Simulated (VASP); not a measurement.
# Fe (Pm-3m) in VASP: further runs

The runs below take Fe through single point, with PBE.

Program: VASP 6.6.1. These are calculated values, not measurements. Logs are shortened: lines on timing, memory, paths and dates and some standing lists are left out, and cuts for length are marked.

### 1 The cell of the first run

Symmetry: Pm-3m, No. 221, cubic system. Conventional cell: a = 1.915 Å, b = 1.915 Å, c = 1.915 Å, α = 90.00°, β = 90.00°, γ = 90.00°. Within 2.5 Å of Fe (site symmetry m-3m) lie 6 Fe at 1.92 Å.

This isn't the form of Fe at room conditions, which is bcc.

### 2 Single point, PBE, collinear spin, ferromagnetic start

Input file INCAR:

```
  ALGO = Normal
  EDIFF = 1E-6
  ENCUT = 520
  GGA = PE
  ISIF = 2
  ISMEAR = -1
  ISPIN = 2
  LASPH = T
  LCHARG = F
  LMAXMIX = 4
  LORBIT = 11
  LREAL = F
  LWAVE = F
  MAGMOM = 2.5
  NBANDS = 14
  NELM = 150
  PREC = Accurate
  SIGMA = 0.1
```

Input file KPOINTS:

```
k-points
0
Gamma
  20 20 20
```

Input file POSCAR:

```
Fe
1.0
    1.9154248860      0.0000000000      0.0000000000
    0.0000000000      1.9154248860      0.0000000000
    0.0000000000      0.0000000000      1.9154248860
Fe
1
Direct
    0.0000000000      0.0000000000      0.0000000000
```

Potentials or basis: VASP PAW PBE potentials, release 64 (Fe).

Run with:

```console
$ cat potpaw_PBE.64/Fe/POTCAR > POTCAR
$ mpirun -np 1 vasp_std > vasp.out
```

OUTCAR:

```text
EDIFF = 1E-6
   ENCUT = 520
   GGA = PE
   ISIF = 2
   ISMEAR = -1
   ISPIN = 2
   LASPH = T
   LORBIT = 11
   LREAL = F
   NELM = 150
   PREC = Accurate

 ion  position               nearest neighbor table
   1  0.000  0.000  0.000-

  LATTYP: Found a simple cubic cell.
 ALAT       =     1.9154248860

  Lattice vectors:

 A1 = (   1.9154248860,   0.0000000000,   0.0000000000)
 A2 = (   0.0000000000,   1.9154248860,   0.0000000000)
 A3 = (   0.0000000000,   0.0000000000,   1.9154248860)

Analysis of symmetry for initial positions (statically):
=====================================================================
 Subroutine PRICEL returns:
 Original cell was already a primitive cell.

 Routine SETGRP: Setting up the symmetry group for a
 simple cubic supercell.

 Subroutine GETGRP returns: Found 48 space group operations
 (whereof 48 operations were pure point group operations)
 out of a pool of 48 trial point group operations.

The static configuration has the point symmetry O_h .

Analysis of symmetry for dynamics (positions and initial velocities):
=====================================================================
 Subroutine PRICEL returns:
 Original cell was already a primitive cell.

 Routine SETGRP: Setting up the symmetry group for a
 simple cubic supercell.

 Subroutine GETGRP returns: Found 48 space group operations
 (whereof 48 operations were pure point group operations)
 out of a pool of 48 trial point group operations.

The dynamic configuration has the point symmetry O_h .

Analysis of structural, dynamic, and magnetic symmetry:
=====================================================================
 Subroutine PRICEL returns:
 Original cell was already a primitive cell.

 Routine SETGRP: Setting up the symmetry group for a
 simple cubic supercell.

 Subroutine GETGRP returns: Found 48 space group operations
 (whereof 48 operations were pure point group operations)
 out of a pool of 48 trial point group operations.

The overall configuration has the point symmetry O_h .

 Subroutine INISYM returns: Found 48 space group operations
 (whereof 48 operations are pure point group operations),
 and found     1 'primitive' translations

----------------------------------------------------------------------------------------

                                     Primitive cell

  volume of cell :       7.0274

  direct lattice vectors                    reciprocal lattice vectors
     1.915424886  0.000000000  0.000000000     0.522077377  0.000000000  0.000000000
     0.000000000  1.915424886  0.000000000     0.000000000  0.522077377  0.000000000
     0.000000000  0.000000000  1.915424886     0.000000000  0.000000000  0.522077377

  length of vectors
     1.915424886  1.915424886  1.915424886     0.522077377  0.522077377  0.522077377

  position of ions in fractional coordinates (direct lattice)
     0.000000000  0.000000000  0.000000000

  ion indices of the primitive-cell ions
   primitive index   ion index
                 1           1

----------------------------------------------------------------------------------------

 KPOINTS: k-points

Automatic generation of k-mesh.
 Grid dimensions read from file:
 generate k-points for:   20   20   20

 Generating k-lattice:

  Cartesian coordinates                     Fractional coordinates (reciprocal lattice)
     0.026103869  0.000000000  0.000000000     0.050000000  0.000000000  0.000000000
     0.000000000  0.026103869  0.000000000     0.000000000  0.050000000  0.000000000
     0.000000000  0.000000000  0.026103869     0.000000000  0.000000000  0.050000000

  Length of vectors
     0.026103869  0.026103869  0.026103869

  Shift w.r.t. Gamma in fractional coordinates (k-lattice)
     0.000000000  0.000000000  0.000000000

 Subroutine IBZKPT returns following result:
 ===========================================

 Found    286 irreducible k-points:

 Following reciprocal coordinates:
            Coordinates               Weight
  0.000000  0.000000  0.000000      1.000000
  0.050000  0.000000  0.000000      6.000000
  0.100000  0.000000  0.000000      6.000000
  0.150000  0.000000  0.000000      6.000000
  0.200000  0.000000  0.000000      6.000000
  0.250000  0.000000  0.000000      6.000000
[... 16 lines left out ...]
  0.150000  0.100000  0.000000     24.000000
  0.200000  0.100000  0.000000     24.000000
 [... further k-points ...]
   k-points           NKPTS =    286   k-points in BZ     NKDIM =    286   number of bands    NBANDS=     14
   number of dos      NEDOS =    301   number of ions     NIONS =      1
   total plane-waves  NPLWV =   2744
   dimension x,y,z NGX =    14 NGY =   14 NGZ =   14
   dimension x,y,z NGXF=    28 NGYF=   28 NGZF=   28
   ions per type =               1
   NGX,Y,Z   is equivalent  to a cutoff of  12.15, 12.15, 12.15 a.u.
   NGXF,Y,Z  is equivalent  to a cutoff of  24.30, 24.30, 24.30 a.u.
 SYSTEM =  unknown system
   PREC   = accura    normal or accurate (medium, high low for compatibility)
   ISTART =      0    job   : 0-new  1-cont  2-samecut
   ICHARG =      2    charge: 1-file 2-atom 10-const
   ISPIN  =      2    spin polarized calculation?
   LNONCOLLINEAR =      F non collinear calculations
   LSORBIT =      F    spin-orbit coupling
   LASPH  =      T    aspherical Exc in radial PAW
   ENCUT  =  520.0 eV  38.22 Ry    6.18 a.u.   3.56  3.56  3.56*2*pi/ulx,y,z
   NELM   =    150;   NELMIN=  2; NELMDL= -5     # of ELM steps
   EDIFF  = 0.1E-05   stopping-criterion for ELM
   LREAL  =      F    real-space projection
   EDIFFG = 0.1E-04   stopping-criterion for IOM
   NSW    =      0    number of steps for IOM
   IBRION =     -1    ionic relax: 0-MD 1-quasi-New 2-CG
   NFREE  =      0    steps in history (QN), initial steepest desc. (CG)
   ISIF   =      2    stress and relaxation
   ISYM   =      2    0-nonsym 1-usesym 2-fastsym
   POTIM  = 0.5000    time-step for ionic-motion
   TEBEG  =    0.0;   TEEND  =   0.0 temperature during run
   PSTRESS=    0.0 pullay stress
   NELECT =       8.0000    total number of electrons
   NUPDOWN=      -1.0000    fix difference up-down
   EMIN   =  10.00;   EMAX   =-10.00  energy-range for DOS
   EFERMI =   0.00;   METHOD = LEGACY
   ISMEAR =    -1;   SIGMA  =   0.10  broadening in eV -4-tet -1-fermi 0-gaus
   EFERMI_NEDOS =   21; number of points for ismear=-14 and -15
   IALGO  =     38    algorithm
   IMIX   =      4    mixing-type and parameters
     AMIX     =   0.40;   BMIX     =  1.00
     AMIX_MAG =   1.60;   BMIX_MAG =  1.00
  volume/ion in A,a.u.               =       7.03        47.42
  Fermi-wavevector in a.u.,A,eV,Ry     =   1.709384  3.230268 39.756149  2.921995
  Thomas-Fermi vector in A             =   2.787878
   LORBIT       =     11    0 simple, 1 ext, 2 COOP (PROOUT), +10 PAW based schemes
   GGA     = PE    functional components
   LHFCALC =     F    Hartree Fock is set to
   AEXX    =    0.0000 exact exchange contribution
   IVDW    =     0    specifies the selected vdW correction
   LEPSILON=     F    determine dielectric tensor
   LRPA    =     F    only Hartree local field effects (RPA)
 spin polarized calculation
  energy-cutoff  :      520.00
  volume of cell :        7.03
 maximum number of plane-waves:       197
   NGX =  7   NGY =  7   NGZ =  7

 number of electron       7.9999981 magnetization      -0.0287828

 number of electron       7.9999981 magnetization       0.0003121

 Free energy of the ion-electron system (eV)
  ---------------------------------------------------
  ext. energy  EPLUGINS =         0.00000000
  ---------------------------------------------------
  free energy    TOTEN  =        -4.32875254 eV

  energy without entropy =       -4.29363232  energy(sigma->0) =       -4.31119243

 E-fermi :  12.7117     XC(G=0): -15.9402

 val. band max:       12.7016078339   @ k =   0.3500   0.3500   0.0000
 cond. band min:      12.7203296834   @ k =   0.3000   0.2500   0.1000
 fundamental gap:      0.0187218494
 Fermi energy:        12.7117266774

 spin component 1

 k-point     1 :       0.0000    0.0000    0.0000
  band No.  band energies     occupation
      1       1.3020      1.00000
      2       5.1551      1.00000
      3       5.1551      1.00000
      4      14.6533      0.00000
      5      14.6533      0.00000
      6      14.6533      0.00000
      7      40.8944      0.00000
      8      40.8944      0.00000
      9      40.8944      0.00000
     10      46.8703      0.00000
     11      46.8703      0.00000
     12      54.2008      0.00000
     13      67.2859      0.00000
     14      67.2860      0.00000
[... 375 lines left out ...]
 k-point    24 :       0.2000    0.1000    0.0000
  band No.  band energies     occupation
      1       3.4342      1.00000
      2       5.9295      1.00000
      3       7.0767      1.00000
      4      13.0102      0.04814
      5      13.3885      0.00115
      6      14.4176      0.00000
      7      32.4993      0.00000
      8      39.0841      0.00000
      9      44.1314      0.00000
     10      46.6482      0.00000
     11      53.1542      0.00000
     12      59.2533      0.00000
     13      62.7183      0.00000
     14      64.7365      0.00000

 [... further k-points ...]

 spin component 2

 k-point     1 :       0.0000    0.0000    0.0000
  band No.  band energies     occupation
      1       1.3023      1.00000
      2       5.1550      1.00000
      3       5.1550      1.00000
      4      14.6540      0.00000
      5      14.6540      0.00000
      6      14.6540      0.00000
      7      40.8947      0.00000
      8      40.8947      0.00000
      9      40.8947      0.00000
     10      46.8706      0.00000
     11      46.8706      0.00000
     12      54.2007      0.00000
     13      67.2862      0.00000
     14      67.2862      0.00000
[... 375 lines left out ...]
 k-point    24 :       0.2000    0.1000    0.0000
  band No.  band energies     occupation
      1       3.4345      1.00000
      2       5.9294      1.00000
      3       7.0767      1.00000
      4      13.0108      0.04784
      5      13.3892      0.00114
      6      14.4183      0.00000
      7      32.4996      0.00000
      8      39.0844      0.00000
      9      44.1317      0.00000
     10      46.6485      0.00000
     11      53.1544      0.00000
     12      59.2536      0.00000
     13      62.7184      0.00000
     14      64.7368      0.00000

 [... further k-points ...]
[... 5 lines left out ...]
  --------------------------------------------------------------------------------------
  -------------------------------------------------------------------------------------
  Total       13.5366761     13.5366761     13.5366761     -0.0000000      0.0000000     -0.0000000
  in kB     3086.2225615   3086.2225615   3086.2225615     -0.0000000      0.0000000     -0.0000000
  external PRESSURE =    3086.2225615 kB  Pullay stress =       0.0000000 kB

 VOLUME and BASIS-vectors are now :
 -----------------------------------------------------------------------------
  energy-cutoff  :      520.00
  volume of cell :        7.03
      direct lattice vectors                 reciprocal lattice vectors
     1.915424886  0.000000000  0.000000000     0.522077377  0.000000000  0.000000000
     0.000000000  1.915424886  0.000000000     0.000000000  0.522077377  0.000000000
     0.000000000  0.000000000  1.915424886     0.000000000  0.000000000  0.522077377

 POSITION                                       TOTAL-FORCE (eV/Angst)
 -----------------------------------------------------------------------------------
      0.00000      0.00000      0.00000         0.000000      0.000000      0.000000
 -----------------------------------------------------------------------------------
    total drift:                               -0.000000     -0.000000     -0.000000

  FREE ENERGIE OF THE ION-ELECTRON SYSTEM (eV)
  ---------------------------------------------------
  free  energy   TOTEN  =        -4.3287525369 eV

  energy  without entropy=       -4.2936323151  energy(sigma->0) =       -4.31119243

 total charge

# of ion       s       p       d       tot
------------------------------------------
    1        0.767   0.945   7.296   9.008

 magnetization (x)

# of ion       s       p       d       tot
------------------------------------------
    1        0.000  -0.000   0.000   0.000
```

Run time: 40 s. Hardware: 1 thread of Intel Xeon 8259CL, shared host; peak memory 0.15 GiB.

Results:

```
Free energy            : -4.3288 eV
Pressure               : 308.6 GPa
Band gap on the k mesh : zero (filled and empty bands overlap)
Net moment             : 0.00 μB per cell
```

Levels at points of the mesh, in eV from the Fermi level:
Spin up:
```csv
k point,band 1,band 2,band 3,band 4,band 5,band 6,band 7,band 8,band 9
"(0.00, 0.00, 0.00)",-11.41,-7.56,-7.56,1.94,1.94,1.94,28.18,28.18,28.18
"(0.50, 0.00, 0.00)",-6.24,-5.93,-2.07,-1.49,-1.49,2.26,10.75,28.73,36.90
"(0.50, 0.50, 0.00)",-10.15,-4.56,-0.73,-0.73,4.09,8.92,8.92,16.83,25.41
"(0.50, 0.50, 0.50)",-7.39,-7.39,-7.39,4.29,4.29,12.89,22.26,22.26,22.26
```
Spin down:
```
           k point  band 1  band 2  band 3  band 4  band 5  band 6  band 7  band 8  band 9
(0.00, 0.00, 0.00)  -11.41   -7.56   -7.56    1.94    1.94    1.94   28.18   28.18   28.18
(0.50, 0.00, 0.00)   -6.24   -5.93   -2.07   -1.49   -1.49    2.26   10.75   28.73   36.90
(0.50, 0.50, 0.00)  -10.15   -4.56   -0.73   -0.73    4.09    8.92    8.92   16.83   25.41
(0.50, 0.50, 0.50)   -7.39   -7.39   -7.39    4.29    4.29   12.89   22.26   22.26   22.26
```

Caveat: atoms lie so close that the PAW spheres overlap strongly, which falsifies energies and pressures; the cell stands under pressure; the moments typed at the start vanished in this run.

### 3 Single point, PBE, collinear spin, ferromagnetic start

Input file INCAR:

```
SYSTEM = Fe
  PREC = Accurate
  ENCUT = 520
  EDIFF = 1E-7
  ISMEAR = -1
  SIGMA = 0.1
  LREAL = .FALSE.
  LASPH = .TRUE.
  NELM = 150
  ALGO = Normal
  ISIF = 2
  LWAVE = .FALSE.
  LCHARG = .FALSE.
  ISPIN = 2
  MAGMOM = 2.5
  LORBIT = 11
  LMAXMIX = 4
  GGA = PE
  NBANDS = 14
```

Input file KPOINTS:

```
regular mesh
0
G
  20 20 20
  0 0 0
```

Input file POSCAR:

```
Fe
1.0
    1.9151522442      0.0000000000      0.0000000000
    0.0000000000      1.9151522442      0.0000000000
    0.0000000000      0.0000000000      1.9151522442
Fe
1
Direct
    0.0000000000      0.0000000000      0.0000000000
```

Potentials or basis: VASP PAW PBE potentials, release 64 (Fe).

Run with:

```console
$ cat potpaw_PBE.64/Fe/POTCAR > POTCAR
$ mpirun -np 1 vasp_std > vasp.out
```

OUTCAR:

```text
SYSTEM = Fe
   PREC = Accurate
   ENCUT = 520
   EDIFF = 1E-7
   ISMEAR = -1
   LREAL = .FALSE.
   LASPH = .TRUE.
   NELM = 150
   ISIF = 2
   ISPIN = 2
   LORBIT = 11
   GGA = PE

 ion  position               nearest neighbor table
   1  0.000  0.000  0.000-

  LATTYP: Found a simple cubic cell.
 ALAT       =     1.9151522442

  Lattice vectors:

 A1 = (   1.9151522442,   0.0000000000,   0.0000000000)
 A2 = (   0.0000000000,   1.9151522442,   0.0000000000)
[... 1024 lines left out ...]
  --------------------------------------------------------------------------------------
  -------------------------------------------------------------------------------------
  Total       13.5889032     13.5889032     13.5889032      0.0000000     -0.0000000     -0.0000000
  in kB     3099.4531504   3099.4531504   3099.4531504      0.0000000     -0.0000000     -0.0000000
  external PRESSURE =    3099.4531504 kB  Pullay stress =       0.0000000 kB

 VOLUME and BASIS-vectors are now :
 -----------------------------------------------------------------------------
  energy-cutoff  :      520.00
  volume of cell :        7.02
      direct lattice vectors                 reciprocal lattice vectors
     1.915152244  0.000000000  0.000000000     0.522151700  0.000000000  0.000000000
     0.000000000  1.915152244  0.000000000     0.000000000  0.522151700  0.000000000
     0.000000000  0.000000000  1.915152244     0.000000000  0.000000000  0.522151700

 POSITION                                       TOTAL-FORCE (eV/Angst)
 -----------------------------------------------------------------------------------
      0.00000      0.00000      0.00000         0.000000      0.000000      0.000000
 -----------------------------------------------------------------------------------
    total drift:                               -0.000000     -0.000000     -0.000000

  FREE ENERGIE OF THE ION-ELECTRON SYSTEM (eV)
  ---------------------------------------------------
  free  energy   TOTEN  =        -4.3229492320 eV

  energy  without entropy=       -4.2878534239  energy(sigma->0) =       -4.30540133

 total charge

# of ion       s       p       d       tot
------------------------------------------
    1        0.767   0.945   7.297   9.010

 magnetization (x)

# of ion       s       p       d       tot
------------------------------------------
    1       -0.000  -0.000   0.000   0.000
```

OSZICAR:

```text
N       E                     dE             d eps       ncg     rms          rms(c)
DAV:   1     0.264294042046E+02    0.26429E+02   -0.38548E+03 18294   0.804E+02
DAV:   2    -0.335729985641E+01   -0.29787E+02   -0.27885E+02 17510   0.141E+02
DAV:   3    -0.409704854985E+01   -0.73975E+00   -0.73477E+00 20516   0.218E+01
DAV:   4    -0.409851074714E+01   -0.14622E-02   -0.14621E-02 18134   0.897E-01
DAV:   5    -0.409851292444E+01   -0.21773E-05   -0.21787E-05 20378   0.337E-02    0.235E+01
DAV:   6    -0.433989407953E+01   -0.24138E+00   -0.76837E-01 20246   0.105E+01    0.106E+01
DAV:   7    -0.432728221813E+01    0.12612E-01   -0.27855E-01 19658   0.495E+00    0.650E+00
DAV:   8    -0.432569998945E+01    0.15822E-02   -0.45477E-03 21182   0.553E-01    0.180E+00
DAV:   9    -0.432222778947E+01    0.34722E-02   -0.25105E-03 19674   0.616E-01    0.404E-01
DAV:  10    -0.432282270786E+01   -0.59492E-03   -0.27233E-04 20496   0.175E-01    0.126E-01
DAV:  11    -0.432295206803E+01   -0.12936E-03   -0.30374E-04 20900   0.187E-01    0.402E-02
DAV:  12    -0.432295302081E+01   -0.95278E-06   -0.44088E-06 18416   0.232E-02    0.174E-02
DAV:  13    -0.432294963703E+01    0.33838E-05   -0.52743E-07 20748   0.733E-03    0.106E-02
DAV:  14    -0.432294916142E+01    0.47562E-06   -0.54831E-07 20834   0.786E-03    0.119E-03
DAV:  15    -0.432294923198E+01   -0.70558E-07   -0.84808E-09 10018   0.842E-04
   1 F= -.43229492E+01 E0= -.43054013E+01  d E =-.350958E-01  mag=    -0.0000
```

stdout:

```text
POSCAR found type information on POSCAR Fe
 POSCAR found :  1 types and       1 ions
 scaLAPACK will be used
 LDA part: xc-table for (Slater+PW92), standard interpolation
 POSCAR, INCAR and KPOINTS ok, starting setup
 FFT: planning ... GRIDC
 FFT: planning ... GRID_SOFT
 FFT: planning ... GRID
 WAVECAR not read
 entering main loop
```

Wall time 62 s (1 thread of Intel Xeon 8259CL, shared host); peak memory 0.15 GiB.

Results:

* Free energy: -4.3229 eV
* Pressure: 309.9 GPa
* Band gap on the k mesh: zero (filled and empty bands overlap)
* Net moment: 0.00 μB per cell

Caveat: atoms lie so close that the PAW spheres overlap strongly, which falsifies energies and pressures; the cell stands under pressure; the moments typed at the start vanished in this run.
